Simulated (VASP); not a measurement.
Runs of VASP 6.6.1 on TaN. The structure is that of space group Fm-3m (No. 225), or close to it. The cells are those of the table. 

```tsv
level	potentials or basis	cell	gap on the mesh (eV)	pressure (GPa)
PBEsol	VASP PAW PBE potentials, release 64 (Ta_sv_GW, N)	a = 3.082 Å, angles 60.0°, 2 atoms	none	(a)
PBEsol	VASP PAW PBE potentials, release 64 (Ta_sv_GW, N)	a = 3.061 Å, angles 60.0°, 2 atoms	none	12.6
LDA	VASP PAW LDA potentials, release 64 (Ta_sv_GW, N)	a = 3.037 Å, angles 60.0°, 2 atoms	none	16.5
PBEsol	VASP PAW PBE potentials, release 64 (Ta_sv_GW, N)	a = 3.032 Å, angles 60.0°, 2 atoms	none	25.2
```

Alike in all rows: no spin polarisation.

Task: Estimate the missing entries.

Result: (a) 4.5.

Caveats: the cell stands under pressure; spin-orbit coupling is left out, which moves the levels of the heavy elements; the PAW data sets were made with another functional, which shifts forces and pressure a little (at least some runs).

A k mesh can miss the band edges, and the runs leave out spin-orbit coupling on Ta.

A gap of «none» marks levels without a gap at the run's occupations.
